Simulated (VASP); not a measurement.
HgSe4: relaxation of cell and atoms with PBE

The system is HgSe4.

```xyz
5
Lattice="5.0956 0.0000 0.0000 0.0000 5.0956 0.0000 0.0000 0.0000 5.0956" Properties=species:S:1:pos:R:3 pbc="T T T"
Hg    0.0000    0.0000    0.0000
Se    1.5800    1.5800    1.5800
Se    3.5155    3.5155    1.5800
Se    1.5800    3.5155    3.5155
Se    3.5155    1.5800    3.5155
```

* Program: VASP 6.6.1
* Task: relaxation of cell and atoms
* Functional: PBE
* Potentials or basis: VASP PAW PBE potentials, release 64 (Hg, Se)
* Cutoff: 600 eV
* k mesh: 8 × 8 × 8
* Occupations: gaussian, width 0.1 eV
* Spin: no spin polarisation
* Dipole correction: no
* Further INCAR settings: ALGO = Normal; EDIFF = 1e-06; IBRION = 2; EDIFFG = -0.01; NSW = 100; ISIF = 3

| Item | Value |
| --- | --- |
| Relaxed volume | 26.67 Å³/atom |
| Relaxed cell | a = 5.109 Å, b = 5.109 Å, c = 5.109 Å, α = 90.00°, β = 90.00°, γ = 90.00° |
| Space group after relaxing (to 0.05 Å) | P-43m (No. 215) |
| Energy gained by relaxing | 0.2 meV/atom |
| Ionic steps | 6 |
| Pressure after relaxing | 0.0 GPa |
| Largest force after relaxing | 0.006 eV/Å |
| Band gap on the k mesh | zero (band 18 reaches 3.27 eV, above the bottom of band 19 at 2.32 eV) |

Forces in eV/Å, atoms in the order of the input:
```
Hg   0.000  0.000  0.000
Se   0.004  0.004  0.004
Se  -0.004 -0.004  0.004
Se   0.004 -0.004 -0.004
Se  -0.004  0.004 -0.004
```

Step by step:
```tsv
step	energy change (eV)	largest force (eV/Å)	pressure (GPa)	volume (Å³)
1	0.0000	0.0191	0.26	132.31
2	-0.0008	0.0389	0.00	133.14
3	-0.0008	0.0409	-0.05	133.26
4	-0.0008	0.0397	-0.04	133.21
5	-0.0010	0.0176	-0.01	133.31
6	-0.0011	0.0063	0.00	133.37
```

Final structure:
```
Hg Se
1.0
     5.10914    0.00000    0.00000
     0.00000    5.10914    0.00000
     0.00000    0.00000    5.10914
Hg Se
1 4
Direct
  0.00000 0.00000 0.00000
  0.31057 0.31057 0.31057
  0.68943 0.68943 0.31057
  0.31057 0.68943 0.68943
  0.68943 0.31057 0.68943
```

Levels at points of the mesh, in eV from the Fermi level:
```tsv
k point	band 15	band 16	band 17	band 18	band 19	band 20	band 21	band 22
(0.00, 0.00, 0.00)	-2.74	-0.35	-0.35	-0.35	-0.04	0.71	0.71	0.71
(0.50, 0.00, 0.00)	-2.66	-2.19	-1.00	0.19	0.19	0.63	0.63	3.11
(0.50, 0.50, 0.00)	-1.68	-1.53	-1.53	-1.30	0.50	0.50	1.15	3.27
(0.50, 0.50, 0.50)	-1.07	-0.08	0.61	0.61	0.61	0.76	0.76	0.76
```

Wall time 4.2 min on 1 thread of Intel(R) Xeon(R) Platinum 8375C CPU @ 2.90GHz (Ice Lake), on a shared host, peak memory 0.33 GiB.

Caveat: spin-orbit coupling is left out, which moves the levels of the heavy elements.
